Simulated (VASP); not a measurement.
# Si3F (Im-3m) in VASP: notebook

The runs below take Si3F through single point, relaxation of cell and atoms, with PBE.

All numbers are computed with VASP 6.6.1; they aren't measurements. Logs are shortened: lines on timing, memory, paths and dates and some standing lists are left out, and cuts for length are marked.

**1. The cell of the first run**

The structure is cubic, space group Im-3m (No. 229). Conventional cell: a = 4.926 Å, b = 4.926 Å, c = 4.926 Å, α = 90.00°, β = 90.00°, γ = 90.00°. Si (site symmetry 4/mmm) has 4 Si at 2.46 Å and 2 F at 2.46 Å within 3.3 Å. Within 3.3 Å of F (site symmetry m-3m) lie 6 Si at 2.46 Å.

**2. Single point, PBE**

File INCAR:

```
PREC = Accurate
ENCUT = 520
EDIFF = 1E-7
ISMEAR = 0
SIGMA = 0.1
LREAL = F
LASPH = T
NELM = 80
ALGO = Normal
ISIF = 2
LWAVE = F
LCHARG = F
GGA = PE
NBANDS = 18
```

File KPOINTS:

```
Automatic mesh
0
Gamma
  14 14 14
```

File POSCAR:

```
Si3F
1.0
   -2.4631726261      2.4631726261      2.4631726261
    2.4631726261     -2.4631726261      2.4631726261
    2.4631726261      2.4631726261     -2.4631726261
Si F
3 1
Direct
    0.0000000000      0.5000000000      0.5000000000
    0.5000000000      0.0000000000      0.5000000000
    0.5000000000      0.5000000000      0.0000000000
    0.0000000000      0.0000000000      0.0000000000
```

Potentials or basis: VASP PAW PBE potentials, release 64 (Si, F).

Started as:

```sh
cat potpaw_PBE.64/Si/POTCAR potpaw_PBE.64/F/POTCAR > POTCAR
mpirun -np 1 vasp_std > vasp.out
```

OUTCAR:

```text
PREC = Accurate
   ENCUT = 520
   EDIFF = 1E-7
   ISMEAR = 0
   LREAL = F
   LASPH = T
   NELM = 80
   ISIF = 2
   GGA = PE

 ion  position               nearest neighbor table
   1  0.000  0.500  0.500-   2 2.46   3 2.46   4 2.46   4 2.46   3 2.46   2 2.46
   2  0.500  0.000  0.500-   1 2.46   3 2.46   4 2.46   3 2.46   4 2.46   1 2.46
   3  0.500  0.500  0.000-   1 2.46   2 2.46   4 2.46   2 2.46   1 2.46   4 2.46
   4  0.000  0.000  0.000-   1 2.46   2 2.46   3 2.46   1 2.46   2 2.46   3 2.46

  LATTYP: Found a body centered cubic cell.
 ALAT       =     4.9263452522

  Lattice vectors:

 A1 = (  -2.4631726261,   2.4631726261,   2.4631726261)
 A2 = (   2.4631726261,  -2.4631726261,   2.4631726261)
 A3 = (   2.4631726261,   2.4631726261,  -2.4631726261)

Analysis of symmetry for initial positions (statically):
=====================================================================
 Subroutine PRICEL returns:
 Original cell was already a primitive cell.

 Routine SETGRP: Setting up the symmetry group for a
 body centered cubic supercell.

 Subroutine GETGRP returns: Found 48 space group operations
 (whereof 48 operations were pure point group operations)
 out of a pool of 48 trial point group operations.

The static configuration has the point symmetry O_h .

Analysis of symmetry for dynamics (positions and initial velocities):
=====================================================================
 Subroutine PRICEL returns:
 Original cell was already a primitive cell.

 Routine SETGRP: Setting up the symmetry group for a
 body centered cubic supercell.

 Subroutine GETGRP returns: Found 48 space group operations
 (whereof 48 operations were pure point group operations)
 out of a pool of 48 trial point group operations.

The dynamic configuration has the point symmetry O_h .

 Subroutine INISYM returns: Found 48 space group operations
 (whereof 48 operations are pure point group operations),
 and found     1 'primitive' translations

----------------------------------------------------------------------------------------

                                     Primitive cell

  volume of cell :      59.7784

  direct lattice vectors                    reciprocal lattice vectors
    -2.463172626  2.463172626  2.463172626     0.000000000  0.202990239  0.202990239
     2.463172626 -2.463172626  2.463172626     0.202990239  0.000000000  0.202990239
     2.463172626  2.463172626 -2.463172626     0.202990239  0.202990239  0.000000000

  length of vectors
     4.266340136  4.266340136  4.266340136     0.287071549  0.287071549  0.287071549

  position of ions in fractional coordinates (direct lattice)
     0.000000000  0.500000000  0.500000000
     0.500000000  0.000000000  0.500000000
     0.500000000  0.500000000  0.000000000
     0.000000000  0.000000000  0.000000000

  ion indices of the primitive-cell ions
   primitive index   ion index
                 1           1
                 2           2
                 3           3
                 4           4

----------------------------------------------------------------------------------------

 KPOINTS: Automatic mesh

Automatic generation of k-mesh.
 Grid dimensions read from file:
 generate k-points for:   14   14   14

 Generating k-lattice:

  Cartesian coordinates                     Fractional coordinates (reciprocal lattice)
     0.000000000  0.014499303  0.014499303     0.071428571  0.000000000  0.000000000
     0.014499303  0.000000000  0.014499303     0.000000000  0.071428571  0.000000000
     0.014499303  0.014499303  0.000000000     0.000000000  0.000000000  0.071428571

  Length of vectors
     0.020505111  0.020505111  0.020505111

  Shift w.r.t. Gamma in fractional coordinates (k-lattice)
     0.000000000  0.000000000  0.000000000

 Subroutine IBZKPT returns following result:
 ===========================================

 Found    104 irreducible k-points:

 Following reciprocal coordinates:
            Coordinates               Weight
  0.000000  0.000000  0.000000      1.000000
  0.071429  0.000000  0.000000     12.000000
  0.142857  0.000000  0.000000     12.000000
  0.214286  0.000000  0.000000     12.000000
  0.285714  0.000000  0.000000     12.000000
  0.357143  0.000000  0.000000     12.000000
[... 16 lines left out ...]
  0.285714  0.285714  0.000000     24.000000
  0.357143  0.285714  0.000000     24.000000
 [... further k-points ...]
   k-points           NKPTS =    104   k-points in BZ     NKDIM =    104   number of bands    NBANDS=     18
   number of dos      NEDOS =    301   number of ions     NIONS =      4
   total plane-waves  NPLWV =  32768
   dimension x,y,z NGX =    32 NGY =   32 NGZ =   32
   dimension x,y,z NGXF=    64 NGYF=   64 NGZF=   64
   ions per type =               3   1
   NGX,Y,Z   is equivalent  to a cutoff of  12.47, 12.47, 12.47 a.u.
   NGXF,Y,Z  is equivalent  to a cutoff of  24.94, 24.94, 24.94 a.u.
 SYSTEM =  unknown system
   PREC   = accura    normal or accurate (medium, high low for compatibility)
   ISTART =      0    job   : 0-new  1-cont  2-samecut
   ICHARG =      2    charge: 1-file 2-atom 10-const
   ISPIN  =      1    spin polarized calculation?
   LNONCOLLINEAR =      F non collinear calculations
   LSORBIT =      F    spin-orbit coupling
   LASPH  =      T    aspherical Exc in radial PAW
   ENCUT  =  520.0 eV  38.22 Ry    6.18 a.u.   7.93  7.93  7.93*2*pi/ulx,y,z
   NELM   =     80;   NELMIN=  2; NELMDL= -5     # of ELM steps
   EDIFF  = 0.1E-06   stopping-criterion for ELM
   LREAL  =      F    real-space projection
   EDIFFG = 0.1E-05   stopping-criterion for IOM
   NSW    =      0    number of steps for IOM
   IBRION =     -1    ionic relax: 0-MD 1-quasi-New 2-CG
   NFREE  =      0    steps in history (QN), initial steepest desc. (CG)
   ISIF   =      2    stress and relaxation
   ISYM   =      2    0-nonsym 1-usesym 2-fastsym
   POTIM  = 0.5000    time-step for ionic-motion
   TEBEG  =    0.0;   TEEND  =   0.0 temperature during run
   PSTRESS=    0.0 pullay stress
   NELECT =      19.0000    total number of electrons
   NUPDOWN=      -1.0000    fix difference up-down
   EMIN   =  10.00;   EMAX   =-10.00  energy-range for DOS
[... 5 lines left out ...]
     AMIX     =   0.40;   BMIX     =  1.00
     AMIX_MAG =   1.60;   BMIX_MAG =  1.00
  volume/ion in A,a.u.               =      14.94       100.85
  Fermi-wavevector in a.u.,A,eV,Ry     =   1.117235  2.111268 16.982982  1.248214
  Thomas-Fermi vector in A             =   2.253856
   LORBIT       =      0    0 simple, 1 ext, 2 COOP (PROOUT), +10 PAW based schemes
   GGA     = PE    functional components
   LHFCALC =     F    Hartree Fock is set to
   AEXX    =    0.0000 exact exchange contribution
   IVDW    =     0    specifies the selected vdW correction
   LEPSILON=     F    determine dielectric tensor
   LRPA    =     F    only Hartree local field effects (RPA)
 non-spin polarized calculation
 Gauss-broadening in eV      SIGMA  =   0.10
  energy-cutoff  :      520.00
  volume of cell :       59.78
 maximum number of plane-waves:      1638
   NGX = 15   NGY = 15   NGZ = 15

 number of electron      19.0000009 magnetization

 Free energy of the ion-electron system (eV)
  ---------------------------------------------------
  ext. energy  EPLUGINS =         0.00000000
  ---------------------------------------------------
  free energy    TOTEN  =       -18.62680262 eV

  energy without entropy =      -18.62017525  energy(sigma->0) =      -18.62348894

 E-fermi :   7.4508     XC(G=0): -10.4368

 val. band max:        7.4296530269   @ k =  -0.2857   0.4286   0.0714
 cond. band min:       7.4958193730   @ k =   0.2143   0.0714   0.0000
 fundamental gap:      0.0661663460
 Fermi energy:         7.4508188297

 k-point     1 :       0.0000    0.0000    0.0000
  band No.  band energies     occupation
      1     -17.2666      2.00000
      2      -4.5921      2.00000
      3       0.7002      2.00000
      4       0.7002      2.00000
      5       0.7002      2.00000
      6       4.2605      2.00000
[... 10 lines left out ...]
     17      16.7444      0.00000
     18      16.7446      0.00000

 k-point     2 :       0.0714    0.0000    0.0000
  band No.  band energies     occupation
      1     -17.2650      2.00000
      2      -4.5610      2.00000
      3       0.6803      2.00000
      4       0.6862      2.00000
      5       0.7117      2.00000
      6       3.3857      2.00000
[... 10 lines left out ...]
     17      16.2313      0.00000
     18      16.5342      0.00000

 k-point     3 :       0.1429    0.0000    0.0000
  band No.  band energies     occupation
      1     -17.2601      2.00000
      2      -4.4669      2.00000
      3       0.6207      2.00000
      4       0.6474      2.00000
      5       0.7014      2.00000
      6       2.5138      2.00000
[... 10 lines left out ...]
     17      15.3906      0.00000
     18      15.9597      0.00000

 k-point     4 :       0.2143    0.0000    0.0000
  band No.  band energies     occupation
      1     -17.2529      2.00000
      2      -4.3093      2.00000
      3       0.4833      2.00000
      4       0.5262      2.00000
      5       0.5923      2.00000
      6       1.9593      2.00000
[... 10 lines left out ...]
     17      14.5920      0.00000
     18      15.1935      0.00000

 k-point     5 :       0.2857    0.0000    0.0000
  band No.  band energies     occupation
      1     -17.2449      2.00000
      2      -4.0915      2.00000
      3      -0.0723      2.00000
      4       0.4136      2.00000
      5       0.5324      2.00000
      6       1.8704      2.00000
[... 10 lines left out ...]
     17      13.8615      0.00000
     18      14.5193      0.00000

 k-point     6 :       0.3571    0.0000    0.0000
  band No.  band energies     occupation
      1     -17.2377      2.00000
      2      -3.8296      2.00000
      3      -0.7145      2.00000
      4       0.3084      2.00000
      5       0.4796      2.00000
      6       1.9999      2.00000
[... 10 lines left out ...]
     17      14.3679      0.00000
     18      15.2466      0.00000

 k-point     7 :       0.4286    0.0000    0.0000
  band No.  band energies     occupation
      1     -17.2327      2.00000
      2      -3.5766      2.00000
      3      -1.2283      2.00000
      4       0.2348      2.00000
      5       0.4437      2.00000
      6       2.1465      2.00000
[... 10 lines left out ...]
     17      15.5545      0.00000
     18      16.5048      0.00000

 k-point     8 :       0.5000    0.0000    0.0000
  band No.  band energies     occupation
      1     -17.2307      2.00000
      2      -3.4584      2.00000
      3      -1.4373      2.00000
      4       0.2085      2.00000
      5       0.4310      2.00000
      6       2.2079      2.00000
[... 10 lines left out ...]
     17      16.5587      0.00000
     18      16.8543      0.00000
[... 229 lines left out ...]
     17      15.8743      0.00000
     18      16.4516      0.00000

 k-point    20 :       0.2143    0.2143    0.0000
  band No.  band energies     occupation
      1     -17.2357      2.00000
      2      -3.7272      2.00000
      3      -0.9510      2.00000
      4       0.1498      2.00000
      5       0.9221      2.00000
      6       1.6365      2.00000
[... 10 lines left out ...]
     17      14.5844      0.00000
     18      15.7777      0.00000

 k-point    21 :       0.2857    0.2143   -0.0000
  band No.  band energies     occupation
      1     -17.2309      2.00000
      2      -3.4173      2.00000
      3      -1.4989      2.00000
      4       0.0021      2.00000
      5       0.9486      2.00000
      6       1.7524      2.00000
[... 10 lines left out ...]
     17      15.3744      0.00000
     18      16.4208      0.00000

 k-point    22 :       0.3571    0.2143    0.0000
  band No.  band energies     occupation
      1     -17.2281      2.00000
      2      -3.1382      2.00000
      3      -1.9095      2.00000
      4      -0.0808      2.00000
      5       0.9414      2.00000
      6       1.9535      2.00000
[... 10 lines left out ...]
     17      15.6033      0.00000
     18      16.6199      0.00000

 k-point    23 :       0.2857    0.2857    0.0000
  band No.  band energies     occupation
      1     -17.2277      2.00000
      2      -3.0656      2.00000
      3      -2.0024      2.00000
      4      -0.1284      2.00000
      5       1.0908      2.00000
      6       1.7851      2.00000
[... 10 lines left out ...]
     17      15.2220      0.00000
     18      16.8880      0.00000

 k-point    24 :       0.3571    0.2857    0.0000
  band No.  band energies     occupation
      1     -17.2267      2.00000
      2      -2.8014      2.00000
      3      -2.3205      2.00000
      4      -0.1758      2.00000
      5       1.1371      2.00000
      6       1.8978      2.00000
[... 10 lines left out ...]
     17      15.1880      0.00000
     18      16.7000      0.00000

 [... further k-points ...]

------------------------ aborting loop because EDIFF is reached ----------------------------------------

  FORCE on cell =-STRESS in cart. coord.  units (eV):
  Direction    XX          YY          ZZ          XY          YZ          ZX
  --------------------------------------------------------------------------------------
  -------------------------------------------------------------------------------------
  Total       -0.0475465     -0.0475465     -0.0475465      0.0000000      0.0000000     -0.0000000
  in kB       -1.2743381     -1.2743381     -1.2743381      0.0000000      0.0000000     -0.0000000
  external PRESSURE =      -1.2743381 kB  Pullay stress =       0.0000000 kB

 VOLUME and BASIS-vectors are now :
 -----------------------------------------------------------------------------
  energy-cutoff  :      520.00
  volume of cell :       59.78
      direct lattice vectors                 reciprocal lattice vectors
    -2.463172626  2.463172626  2.463172626     0.000000000  0.202990239  0.202990239
     2.463172626 -2.463172626  2.463172626     0.202990239  0.000000000  0.202990239
     2.463172626  2.463172626 -2.463172626     0.202990239  0.202990239  0.000000000

 POSITION                                       TOTAL-FORCE (eV/Angst)
 -----------------------------------------------------------------------------------
      2.46317      0.00000      0.00000        -0.000000      0.000000     -0.000000
      0.00000      2.46317      0.00000         0.000000     -0.000000      0.000000
      0.00000      0.00000      2.46317        -0.000000      0.000000     -0.000000
      0.00000      0.00000      0.00000         0.000000      0.000000     -0.000000
 -----------------------------------------------------------------------------------
    total drift:                               -0.000000     -0.000000      0.000000

  FREE ENERGIE OF THE ION-ELECTRON SYSTEM (eV)
  ---------------------------------------------------
  free  energy   TOTEN  =       -18.6268026245 eV

  energy  without entropy=      -18.6201752530  energy(sigma->0) =      -18.62348894
```

Run time: 60 s. Hardware: 1 thread of Intel Xeon Platinum 8488C (Sapphire Rapids), shared host; peak memory 0.22 GiB.

What came out:

| Quantity | Value |
| --- | --- |
| Free energy | -18.6268 eV |
| Pressure | -0.1 GPa |

Caveat: an odd number of electrons without spin polarisation forces a metal; a magnetic or distorted state may lie lower.

**3. Relaxation of cell and atoms, PBE**

This run uses another cell than the first one, of 15.01 Å³/atom, 1.004 times its volume.

File INCAR:

```
SYSTEM = Si3F
  ALGO = Normal
  EDIFF = 1E-6
  EDIFFG = -0.01
  ENCUT = 600
  GGA = PE
  IBRION = 2
  ISIF = 3
  ISMEAR = 0
  LASPH = .True.
  LCHARG = .False.
  LREAL = .False.
  LWAVE = .False.
  NELM = 60
  NSW = 100
  PREC = Accurate
  SIGMA = 0.1
```

File KPOINTS:

```
k-points
0
Gamma
  14 14 14
  0 0 0
```

File POSCAR:

```
Si3F
1.0
   -2.4665542407      2.4665542407      2.4665542407
    2.4665542407     -2.4665542407      2.4665542407
    2.4665542407      2.4665542407     -2.4665542407
Si F
3 1
Direct
    0.0000000000      0.5000000000      0.5000000000
    0.5000000000      0.0000000000      0.5000000000
    0.5000000000      0.5000000000      0.0000000000
    0.0000000000      0.0000000000      0.0000000000
```

Potentials or basis: VASP PAW PBE potentials, release 64 (Si, F).

Started as:

```sh
cat potpaw_PBE.64/Si/POTCAR potpaw_PBE.64/F/POTCAR > POTCAR
mpirun -np 1 vasp_std > vasp.out
```

Run time: 1.7 min. Hardware: 1 thread of Intel Xeon Platinum 8488C (Sapphire Rapids), shared host; peak memory 0.25 GiB.

The run converged. Its results:

| Item | Value |
| --- | --- |
| Free energy | -18.6289 eV |
| Relaxed volume | 14.90 Å³/atom |
| Relaxed cell | a = 4.263 Å, b = 4.263 Å, c = 4.263 Å, α = 109.47°, β = 109.47°, γ = 109.47° |
| Space group after relaxing (to 0.05 Å) | Im-3m (No. 229) |
| Energy gained by relaxing | 0.1 meV/atom |
| Ionic steps | 2 |
| Pressure after relaxing | 0.1 GPa |

The path:
```csv
step,energy change (eV),largest force (eV/Å),pressure (GPa),volume (Å³)
1,0.0000,0.0000,-0.50,60.02
2,-0.0005,0.0000,0.09,59.62
```

Final structure:
```yaml
crystal:
  lattice:
    - [-2.46099, 2.46099, 2.46099]
    - [2.46099, -2.46099, 2.46099]
    - [2.46099, 2.46099, -2.46099]
  atoms:
    - { symbol: Si, position: [0.00000, 0.50000, 0.50000] }
    - { symbol: Si, position: [0.50000, 0.00000, 0.50000] }
    - { symbol: Si, position: [0.50000, 0.50000, 0.00000] }
    - { symbol: F, position: [0.00000, 0.00000, 0.00000] }
```

Levels at points of the mesh, in eV from the Fermi level:
```csv
k point,band 5,band 6,band 7,band 8,band 9,band 10,band 11,band 12,band 13
"(0.00, 0.00, 0.00)",-6.77,-3.20,-3.20,-3.20,-2.99,-2.99,2.31,2.31,2.31
"(0.50, 0.00, 0.00)",-7.04,-5.26,-4.27,-4.23,-0.78,0.11,0.99,1.93,4.17
"(0.50, 0.50, 0.50)",-7.88,-7.88,-3.71,-3.71,-3.71,-1.35,4.39,4.39,4.39
```

Caveat: an odd number of electrons without spin polarisation forces a metal; a magnetic or distorted state may lie lower.
